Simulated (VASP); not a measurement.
# Al (Im-3m) in VASP: notebook, part 2 of 2

VASP 6.6.1. Earlier steps stand in the parts before.

**7. Single point, PBE, non-collinear spin, zero start, spin-orbit coupling**

This run uses another cell than the first one, of 16.97 Å³/atom, 0.962 times its volume.

INCAR reads:

```
PREC     = Accurate       # precision mode
ENCUT    = 520            # plane-wave cutoff, eV
EDIFF    = 1E-6           # SCF threshold, eV
ISMEAR   = -1             # smearing method
SIGMA    = 0.1            # smearing width, eV
LREAL    = False          # projectors in reciprocal space
LASPH    = True           # aspherical terms in the spheres
NELM     = 150            # most SCF steps
ALGO     = Normal         # electronic algorithm
ISIF     = 2              # what is computed and relaxed
LWAVE    = False          # write WAVECAR
LCHARG   = True           # write CHGCAR
MAGMOM   = 0 0 0          # initial moments
LORBIT   = 11             # projections on sites
LSORBIT  = True           # spin-orbit coupling
GGA_COMPAT= False        
LORBMOM  = True         
GGA      = PE             # functional
LVHAR    = True         
NBANDS   = 14             # bands
```

KPOINTS reads:

```
regular mesh
0
Gamma
  14 14 14
```

POSCAR reads:

```
Al
1.0
   -1.6188655558      1.6188655558      1.6188655558
    1.6188655558     -1.6188655558      1.6188655558
    1.6188655558      1.6188655558     -1.6188655558
Al
1
Direct
    0.0000000000      0.0000000000      0.0000000000
```

Potentials or basis: VASP PAW PBE potentials, release 64 (Al).

The run is started by

```bash
$ cat potpaw_PBE.64/Al/POTCAR > POTCAR
$ mpirun -np 1 vasp_ncl > vasp.out
```

OUTCAR:

```text
PREC = Accurate
   ENCUT = 520
   EDIFF = 1E-6
   ISMEAR = -1
   LREAL = False
   LASPH = True
   NELM = 150
   ISIF = 2
   LORBIT = 11
   LSORBIT = True
   GGA = PE

 ion  position               nearest neighbor table
   1  0.000  0.000  0.000-

  LATTYP: Found a body centered cubic cell.
 ALAT       =     3.2377311116

  Lattice vectors:

 A1 = (  -1.6188655558,   1.6188655558,   1.6188655558)
 A2 = (   1.6188655558,  -1.6188655558,   1.6188655558)
 A3 = (   1.6188655558,   1.6188655558,  -1.6188655558)

Analysis of symmetry for initial positions (statically):
=====================================================================
 Subroutine PRICEL returns:
 Original cell was already a primitive cell.

 Routine SETGRP: Setting up the symmetry group for a
[... 652 lines left out ...]
 --------------------------------
            0.000   0.000

 Spin-Orbit-Coupling matrix elements

 Ion:    1  E_soc:     -0.0001075
 l=   1
     0.0000000    -0.0000179    -0.0000179
    -0.0000179     0.0000000    -0.0000179
    -0.0000179    -0.0000179     0.0000000
 l=   2
     0.0000000     0.0000000     0.0000000     0.0000000     0.0000000
     0.0000000     0.0000000     0.0000000     0.0000000     0.0000000
     0.0000000     0.0000000     0.0000000     0.0000000     0.0000000
     0.0000000     0.0000000     0.0000000     0.0000000     0.0000000
     0.0000000     0.0000000     0.0000000     0.0000000     0.0000000
 l=   3
     0.0000000     0.0000000     0.0000000     0.0000000     0.0000000     0.0000000     0.0000000
     0.0000000     0.0000000     0.0000000     0.0000000     0.0000000     0.0000000     0.0000000
     0.0000000     0.0000000     0.0000000     0.0000000     0.0000000     0.0000000     0.0000000
     0.0000000     0.0000000     0.0000000     0.0000000     0.0000000     0.0000000     0.0000000
     0.0000000     0.0000000     0.0000000     0.0000000     0.0000000     0.0000000     0.0000000
     0.0000000     0.0000000     0.0000000     0.0000000     0.0000000     0.0000000     0.0000000
     0.0000000     0.0000000     0.0000000     0.0000000     0.0000000     0.0000000     0.0000000

 total charge

# of ion       s       p       d       tot
------------------------------------------
    1        0.450   0.316   0.000   0.766

 magnetization (x)

# of ion       s       p       d       tot
------------------------------------------
    1       -0.000  -0.000   0.000  -0.000

 magnetization (y)

# of ion       s       p       d       tot
------------------------------------------
    1        0.000  -0.000   0.000   0.000

 magnetization (z)

# of ion       s       p       d       tot
------------------------------------------
    1       -0.000   0.000   0.000  -0.000
```

OSZICAR:

```text
N       E                     dE             d eps       ncg     rms          rms(c)
DAV:   1     0.537026158767E+00    0.53703E+00   -0.97322E+02  2912   0.307E+02
DAV:   2    -0.359436361205E+01   -0.41314E+01   -0.39681E+01  3850   0.543E+01
DAV:   3    -0.368439252756E+01   -0.90029E-01   -0.89439E-01  3772   0.551E+00
DAV:   4    -0.368485050614E+01   -0.45798E-03   -0.45794E-03  3498   0.470E-01
DAV:   5    -0.368485548398E+01   -0.49778E-05   -0.49782E-05  3716   0.471E-02    0.120E+00
DAV:   6    -0.367101781118E+01    0.13838E-01   -0.17290E-03  3310   0.234E-01    0.692E-01
DAV:   7    -0.366139538765E+01    0.96224E-02   -0.51111E-03  3202   0.381E-01    0.131E-01
DAV:   8    -0.366139191085E+01    0.34768E-05   -0.56115E-05  3780   0.497E-02    0.204E-02
DAV:   9    -0.366139149341E+01    0.41744E-06   -0.94799E-07  3546   0.537E-03
   1 F= -.36613915E+01 E0= -.36550413E+01  d E =-.127003E-01  mag=    -0.0000    -0.0000    -0.0000
```

stdout:

```text
POSCAR found type information on POSCAR Al
 POSCAR found :  1 types and       1 ions
 scaLAPACK will be used
 LDA part: xc-table for (Slater+PW92), standard interpolation
 POSCAR, INCAR and KPOINTS ok, starting setup
 FFT: planning ... GRIDC
 FFT: planning ... GRID_SOFT
 FFT: planning ... GRID
 WAVECAR not read
 entering main loop
```

Run time: 24 s. Hardware: 1 thread of Intel Xeon Platinum 8488C (Sapphire Rapids), shared host; peak memory 0.2 GiB.

What came out:

| Property | Result |
| --- | --- |
| Free energy | -3.6614 eV |
| Pressure | -0.1 GPa |
| Net moment | 0.00 μB per cell |
| Valence electrons inside the program's atomic spheres | Al 0.77 |

Moments on the atoms (μB; x, y, z):
```
Al  0.00 0.00 0.00
```

**8. The runs side by side**

```csv
task,spin,cell,k mesh,cutoff (eV),gap on the mesh (eV),pressure (GPa)
single point,off,"a = 2.841 Å, angles 109.5°, 1 atom",15 × 15 × 15,520,none,-2.6
single point,off,"a = 2.877 Å, angles 109.5°, 1 atom",15 × 15 × 15,520,none,-4.6
single point,off,"a = 2.912 Å, angles 109.5°, 1 atom",15 × 15 × 15,520,none,-6.1
relaxation of cell and atoms,off,"relaxed from a = 2.784 Å, angles 109.5°, 1 atom",14 × 14 × 14,600,none,0.0
single point,off,"a = 2.804 Å, angles 109.5°, 1 atom",22 × 22 × 22,520,none,-0.2
single point,"non-collinear, zero start, SOC","a = 2.804 Å, angles 109.5°, 1 atom",14 × 14 × 14,520,-,-0.1
```

Alike in all rows: level PBE; potentials or basis VASP PAW PBE potentials, release 64 (Al); smearing fermi-dirac 0.1 eV.

Absolute energies hang on the potentials; compare differences alone.
